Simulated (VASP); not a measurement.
Input of a VASP 6.6.1 run:

INCAR

```
PREC = Accurate
ENCUT = 520
EDIFF = 1E-7
ISMEAR = 0
SIGMA = 0.1
LREAL = F
LASPH = T
NELM = 100
ALGO = Normal
ISIF = 2
LWAVE = F
LCHARG = F
LDIPOL = T
IDIPOL = 3
DIPOL = 0.5 0.5 0.644
GGA = PE
IVDW = 12
NBANDS = 24
```

File KPOINTS:

```
regular mesh
0
Gamma
  9 9 1
```

POSCAR

```
As
1.0
    3.8335938617      0.0000000000      0.0000000000
   -1.9167969308      3.3199896720      0.0000000000
    0.0000000000      0.0000000000     32.3350377818
As
6
Direct
    0.3335379794      0.6664620206      0.5245244471
    0.6668751100      0.3331248900      0.5618885859
    0.0001979531      0.9998020469      0.6234727434
    0.3335301319      0.6664698681      0.6627353524
    0.6668635385      0.3331364615      0.7261729409
    0.0001957446      0.9998042554      0.7657301230
```

Potentials or basis: VASP PAW PBE potentials, release 64 (As).

Run with:

```console
$ cat potpaw_PBE.64/As/POTCAR > POTCAR
$ mpirun -np 1 vasp_std > vasp.out
```

Q: Estimate the largest force.

A: 0.867 eV/Å.

Q: Predict the band gap on the k mesh.

A: Zero (band 15 reaches -1.56 eV, above the bottom of band 16 at -1.87 eV).

Q: What does it give for the dispersion energy per atom?

A: -0.337 eV.

Forces in eV/Å, atoms in the order of the input:
```
As   0.000  0.000 -0.867
As   0.000  0.000  0.675
As   0.000  0.000  0.151
As   0.000  0.000 -0.026
As   0.000  0.000 -0.142
As   0.000  0.000  0.209
```
